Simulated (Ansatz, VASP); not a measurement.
# Ga in VASP and in Ansatz

INCAR

```
SYSTEM = Ga
ALGO = Normal ; EDIFF = 1E-6
ENCUT = 520 ; GGA = PE
ISIF = 2 ; ISMEAR = -1
LASPH = .TRUE. ; LCHARG = .FALSE.
LREAL = .FALSE. ; LWAVE = .FALSE.
NBANDS = 20 ; NELM = 60
PREC = Accurate ; SIGMA = 0.03
```

The input KPOINTS:

```
k-points
0
G
  14 14 11
  0 0 0
```

Contents of POSCAR:

```
Ga
1.0
    1.4244900000     -4.1472950000      0.0000000000
    1.4244900000      4.1472950000      0.0000000000
   -0.1209735000      0.0000000000      3.3299300000
Ga
2
Direct
    0.8690000000      0.1310000000      0.2500000000
    0.1310000000      0.8690000000      0.7500000000
```

Input for Ansatz:

```yaml
crystal:
  lattice:
    - [1.42449, -4.147295, 0.0]
    - [1.42449, 4.147295, 0.0]
    - [-0.1209735, 0.0, 3.32993]
  atoms:
    - { symbol: Ga, position: [0.869, 0.131, 0.25] }
    - { symbol: Ga, position: [0.131, 0.869, 0.75] }
kpoints:
  mp_grid: { grid: [14, 14, 11] }
  band_path:
    path:
      - [0.0, 0.0, 0.0]
      - [-0.5, 0.5, 0.0]
      - [-0.5, 0.5, 0.5]
      - [0.0, 0.0, 0.5]
      - [0.0, 0.0, 0.0]
      - [-0.5, 0.0, 0.5]
      - [0.0, 0.0, 0.0]
      - [-0.5, 0.0, 0.0]
    npoints: 5
scf:
  occupations: { method: fermi_dirac, width: 0.03 }
hamiltonian:
  xc: pbe
  pseudopotentials: { kind: all_electron, lapw: { basis_error: 0.0005 } }
output:
  forces: true
  stress: true
  eigenvalues: true
```

Change from the starting cell: equal xx and yy strain of +3 %.

Alike in both runs: task single point; functional PBE; k mesh 14 × 14 × 11; occupations fermi-dirac, width 0.03 eV; no spin polarisation.

```csv
,VASP,Ansatz
version,VASP 6.6.1,Ansatz 0.2.0
potentials or method,"VASP PAW PBE potentials, release 64 (Ga_d), cutoff 520 eV","all-electron LAPW, scalar-relativistic"
```

```csv
,VASP,Ansatz,Ansatz less VASP
pressure (GPa),-1.0,-1.1,-0.11
"traceless stress, the component that is largest in VASP (GPa)",0.22,0.22,0.000
rms of the force components (eV/Å),0.098,0.097,-0.0006
```

Atom by atom the forces differ by 0.001 eV/Å (rms over components). Ansatz ran all-electron here, and VASP with PAW potentials.
